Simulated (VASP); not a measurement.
# Al3Cu (P4/mmm) in VASP: further runs

Runs on Al3Cu. Level: PBEsol. Tasks: single point.

Program: VASP 6.6.1. These are calculated values, not measurements. Logs are shortened: lines on timing, memory, paths and dates and some standing lists are left out, and cuts for length are marked.

## (1) The cell of the first run

It takes space group P4/mmm (No. 123, tetragonal). Conventional cell: a = 2.780 Å, b = 2.780 Å, c = 7.603 Å, α = 90.00°, β = 90.00°, γ = 90.00°. Within 3.7 Å of Al (site symmetry 4/mmm) lie 12 Al at 2.78 to 2.89 Å. Within 3.4 Å of Al (site symmetry 4mm) lie 4 Cu at 2.58 Å and 9 Al at 2.78 to 3.36 Å. Cu (site symmetry 4/mmm) has 8 Al at 2.58 Å and 4 Cu at 2.78 Å within 3.4 Å.

## (2) Single point, PBEsol

Input file INCAR:

```
SYSTEM = Al3Cu
  ALGO = Fast
  EDIFF = 1E-6
  ENCUT = 520
  GGA = PS
  ISIF = 2
  ISMEAR = 0
  LASPH = .True.
  LCHARG = .False.
  LREAL = .False.
  LWAVE = .False.
  NBANDS = 18
  NELM = 80
  PREC = Accurate
  SIGMA = 0.1
```

Input file KPOINTS:

```
k-points
0
Gamma
  16 16 6
  0 0 0
```

Input file POSCAR:

```
Al3Cu
1.0
    2.7796830103      0.0000000000      0.0000000000
    0.0000000000      2.7796830103      0.0000000000
    0.0000000000      0.0000000000      7.6029571112
Al Cu
3 1
Direct
    0.0000000000      0.0000000000      0.5000000000
    0.5000000000      0.5000000000      0.2206884218
    0.5000000000      0.5000000000      0.7793115782
    0.0000000000      0.0000000000      0.0000000000
```

Potentials or basis: VASP PAW PBE potentials, release 64 (Al, Cu).

On the command line:

```console
$ cat potpaw_PBE.64/Al/POTCAR potpaw_PBE.64/Cu/POTCAR > POTCAR
$ mpirun -np 1 vasp_std > vasp.out
```

OUTCAR:

```text
SYSTEM = Al3Cu
   EDIFF = 1E-6
   ENCUT = 520
   GGA = PS
   ISIF = 2
   ISMEAR = 0
   LASPH = .True.
   LREAL = .False.
   NELM = 80
   PREC = Accurate

 ion  position               nearest neighbor table
   1  0.000  0.000  0.500-   2 2.89   3 2.89   2 2.89   3 2.89   2 2.89   3 2.89   2 2.89   3 2.89

   2  0.500  0.500  0.221-   4 2.58   4 2.58   4 2.58   4 2.58   1 2.89   1 2.89   1 2.89   1 2.89
                             3 3.36
   3  0.500  0.500  0.779-   4 2.58   4 2.58   4 2.58   4 2.58   1 2.89   1 2.89   1 2.89   1 2.89
                             2 3.36
   4  0.000  0.000  0.000-   2 2.58   3 2.58   2 2.58   3 2.58   2 2.58   3 2.58   2 2.58   3 2.58

  LATTYP: Found a simple tetragonal cell.
 ALAT       =     2.7796830103
 C/A-ratio  =     2.7351885388

  Lattice vectors:

 A1 = (   2.7796830103,   0.0000000000,   0.0000000000)
 A2 = (   0.0000000000,   2.7796830103,   0.0000000000)
 A3 = (   0.0000000000,   0.0000000000,   7.6029571112)

Analysis of symmetry for initial positions (statically):
=====================================================================
 Subroutine PRICEL returns:
 Original cell was already a primitive cell.

 Routine SETGRP: Setting up the symmetry group for a
 simple tetragonal supercell.

 Subroutine GETGRP returns: Found 16 space group operations
 (whereof 16 operations were pure point group operations)
 out of a pool of 16 trial point group operations.

The static configuration has the point symmetry D_4h.

Analysis of symmetry for dynamics (positions and initial velocities):
=====================================================================
 Subroutine PRICEL returns:
 Original cell was already a primitive cell.

 Routine SETGRP: Setting up the symmetry group for a
 simple tetragonal supercell.

 Subroutine GETGRP returns: Found 16 space group operations
 (whereof 16 operations were pure point group operations)
 out of a pool of 16 trial point group operations.

The dynamic configuration has the point symmetry D_4h.

 Subroutine INISYM returns: Found 16 space group operations
 (whereof 16 operations are pure point group operations),
 and found     1 'primitive' translations

----------------------------------------------------------------------------------------
[... 90 lines left out ...]
   ICHARG =      2    charge: 1-file 2-atom 10-const
   ISPIN  =      1    spin polarized calculation?
   LNONCOLLINEAR =      F non collinear calculations
   LSORBIT =      F    spin-orbit coupling
   LASPH  =      T    aspherical Exc in radial PAW
   ENCUT  =  520.0 eV  38.22 Ry    6.18 a.u.   5.17  5.17 14.14*2*pi/ulx,y,z
   NELM   =     80;   NELMIN=  2; NELMDL= -5     # of ELM steps
   EDIFF  = 0.1E-05   stopping-criterion for ELM
   LREAL  =      F    real-space projection
   EDIFFG = 0.1E-04   stopping-criterion for IOM
   NSW    =      0    number of steps for IOM
   IBRION =     -1    ionic relax: 0-MD 1-quasi-New 2-CG
   NFREE  =      0    steps in history (QN), initial steepest desc. (CG)
   ISIF   =      2    stress and relaxation
   ISYM   =      2    0-nonsym 1-usesym 2-fastsym
   POTIM  = 0.5000    time-step for ionic-motion
   TEBEG  =    0.0;   TEEND  =   0.0 temperature during run
   PSTRESS=    0.0 pullay stress
   NELECT =      20.0000    total number of electrons
   NUPDOWN=      -1.0000    fix difference up-down
   EMIN   =  10.00;   EMAX   =-10.00  energy-range for DOS
   EFERMI =   0.00;   METHOD = LEGACY
   ISMEAR =     0;   SIGMA  =   0.10  broadening in eV -4-tet -1-fermi 0-gaus
   EFERMI_NEDOS =   21; number of points for ismear=-14 and -15
   IALGO  =     68    algorithm
   IMIX   =      4    mixing-type and parameters
     AMIX     =   0.40;   BMIX     =  1.00
     AMIX_MAG =   1.60;   BMIX_MAG =  1.00
  volume/ion in A,a.u.               =      14.69        99.11
  Fermi-wavevector in a.u.,A,eV,Ry     =   1.143125  2.160193 17.779212  1.306735
  Thomas-Fermi vector in A             =   2.279821
   LORBIT       =      0    0 simple, 1 ext, 2 COOP (PROOUT), +10 PAW based schemes
   GGA     = PS    functional components
   LHFCALC =     F    Hartree Fock is set to
   AEXX    =    0.0000 exact exchange contribution
   IVDW    =     0    specifies the selected vdW correction
   LEPSILON=     F    determine dielectric tensor
   LRPA    =     F    only Hartree local field effects (RPA)
 non-spin polarized calculation
 RMM-DIIS sequential band-by-band and
 Gauss-broadening in eV      SIGMA  =   0.10
  energy-cutoff  :      520.00
  volume of cell :       58.75
 maximum number of plane-waves:      1612
 NGX is ok and might be reduce to    24
   NGX = 11   NGY = 11   NGZ = 29

 number of electron      20.0000007 magnetization

 Free energy of the ion-electron system (eV)
  ---------------------------------------------------
  ext. energy  EPLUGINS =         0.00000000
  ---------------------------------------------------
  free energy    TOTEN  =       -16.95876339 eV

  energy without entropy =      -16.95048347  energy(sigma->0) =      -16.95462343

 E-fermi :   8.4168     XC(G=0): -10.9428

 val. band max:        8.4162264627   @ k =   0.2500   0.0000   0.5000
 cond. band min:       8.4213563718   @ k =   0.3125   0.1875   0.3333
 fundamental gap:      0.0051299091
 Fermi energy:         8.4167939042

 k-point     1 :       0.0000    0.0000    0.0000
  band No.  band energies     occupation
      1      -2.8050      2.00000
      2      -0.3963      2.00000
      3      -0.1165      2.00000
      4       3.8643      2.00000
      5       3.9462      2.00000
      6       4.7464      2.00000
[... 481 lines left out ...]
      5       4.0627      2.00000
      6       4.1152      2.00000
[... 10 lines left out ...]
     17      16.1832      0.00000
     18      18.1053      0.00000

 [... further k-points ...]
[... 5 lines left out ...]
  --------------------------------------------------------------------------------------
  -------------------------------------------------------------------------------------
  Total       -0.0381556     -0.0381556     -0.0477746      0.0000000      0.0000000     -0.0000000
  in kB       -1.0406279     -1.0406279     -1.3029708      0.0000000      0.0000000     -0.0000000
  external PRESSURE =      -1.1280755 kB  Pullay stress =       0.0000000 kB

 VOLUME and BASIS-vectors are now :
 -----------------------------------------------------------------------------
  energy-cutoff  :      520.00
  volume of cell :       58.75
      direct lattice vectors                 reciprocal lattice vectors
     2.779683010  0.000000000  0.000000000     0.359753251  0.000000000  0.000000000
     0.000000000  2.779683010  0.000000000     0.000000000  0.359753251  0.000000000
     0.000000000  0.000000000  7.602957111     0.000000000  0.000000000  0.131527771

 POSITION                                       TOTAL-FORCE (eV/Angst)
 -----------------------------------------------------------------------------------
      0.00000      0.00000      3.80148         0.000000      0.000000      0.000000
      1.38984      1.38984      1.67788         0.000000     -0.000000      0.024260
      1.38984      1.38984      5.92507        -0.000000      0.000000     -0.024260
      0.00000      0.00000      0.00000         0.000000      0.000000      0.000000
 -----------------------------------------------------------------------------------
    total drift:                                0.000000      0.000000     -0.000000

  FREE ENERGIE OF THE ION-ELECTRON SYSTEM (eV)
  ---------------------------------------------------
  free  energy   TOTEN  =       -16.9587633869 eV

  energy  without entropy=      -16.9504834673  energy(sigma->0) =      -16.95462343
```

stdout:

```text
POSCAR found type information on POSCAR AlCu
 POSCAR found :  2 types and       4 ions
 scaLAPACK will be used
 -----------------------------------------------------------------------------
|                                                                             |
|                                                                             |
|     You enforced a specific xc type in the INCAR file but a different       |
|     I HOPE YOU KNOW WHAT YOU ARE DOING!                                     |
|                                                                             |
 -----------------------------------------------------------------------------

 LDA part: xc-table for (Slater+PW92), standard interpolation
 POSCAR, INCAR and KPOINTS ok, starting setup
 FFT: planning ... GRIDC
 FFT: planning ... GRID_SOFT
 FFT: planning ... GRID
 WAVECAR not read
 entering main loop
```

Run time: 2.3 min. Hardware: 1 thread of Intel Xeon Platinum 8375C at 2.90GHz (Ice Lake), shared host; peak memory 0.31 GiB.

Results:

| Item | Value |
| --- | --- |
| Free energy | -16.9588 eV |
| Pressure | -0.1 GPa |
| Largest force | 0.024 eV/Å |
| Band gap on the k mesh | zero (band 10 reaches 12.58 eV, above the bottom of band 11 at 6.49 eV) |

Forces on the atoms (eV/Å):
```
Al   0.000  0.000  0.000
Al   0.000  0.000  0.024
Al   0.000  0.000 -0.024
Cu   0.000  0.000  0.000
```

Caveat: the PAW data sets were made with another functional, which shifts forces and pressure a little.

## (3) Single point, PBEsol (volume scaled by 1.03, then relaxed in part)

Input file INCAR:

```
PREC = Accurate ; ENCUT = 520
EDIFF = 1E-6 ; ISMEAR = 0
SIGMA = 0.1 ; LREAL = F
LASPH = T ; NELM = 100
ALGO = Fast ; ISIF = 2
LWAVE = F ; LCHARG = F
GGA = PS ; NBANDS = 18
```

Input file KPOINTS:

```
Automatic mesh
0
Gamma
  16 16 6
```

Input file POSCAR:

```
Al3Cu
1.0
    2.8062730425      0.0000000000      0.0000000000
    0.0000000000      2.8062730425      0.0000000000
    0.0000000000      0.0000000000      7.6833472528
Al Cu
3 1
Direct
    0.0000000000      0.0000000000      0.5000000000
    0.5000000000      0.5000000000      0.2192985491
    0.5000000000      0.5000000000      0.7807014509
    0.0000000000      0.0000000000      0.0000000000
```

Potentials or basis: VASP PAW PBE potentials, release 64 (Al, Cu).

On the command line:

```console
$ cat potpaw_PBE.64/Al/POTCAR potpaw_PBE.64/Cu/POTCAR > POTCAR
$ mpirun -np 1 vasp_std > vasp.out
```

It took 2.4 min on 1 thread of Intel Xeon Platinum 8375C at 2.90GHz (Ice Lake), shared host; peak memory 0.32 GiB.

It converged, with:

```
Free energy            : -16.9453 eV
Pressure               : -2.6 GPa
Largest force          : 0.021 eV/Å
Band gap on the k mesh : zero (band 10 reaches 12.16 eV, above the bottom of band 11 at 6.16 eV)
```

Forces on the atoms (eV/Å):
```
Al   0.000  0.000  0.000
Al   0.000  0.000  0.021
Al   0.000  0.000 -0.021
Cu   0.000  0.000  0.000
```

Levels at points of the mesh, in eV from the Fermi level:
```
           k point  band 7  band 8  band 9  band 10  band 11  band 12  band 13  band 14
(0.00, 0.00, 0.00)   -3.60   -3.23   -1.78     0.39     6.39     6.50     6.50     7.87
(0.50, 0.00, 0.00)   -3.68   -3.64   -3.50    -2.36    -1.93     2.60     3.77     3.79
(0.50, 0.50, 0.00)   -2.45   -0.41   -0.39     0.13     0.13     0.53     0.53     0.80
(0.00, 0.00, 0.50)   -3.60   -3.48   -3.23     3.91     5.40     6.39     7.09     7.09
(0.50, 0.00, 0.50)   -3.68   -3.50   -2.61    -1.07    -0.99     0.06     0.67     8.42
(0.50, 0.50, 0.50)   -1.81   -1.55   -1.55    -0.51    -0.45     0.62     1.44     3.30
```

Caveat: the PAW data sets were made with another functional, which shifts forces and pressure a little.
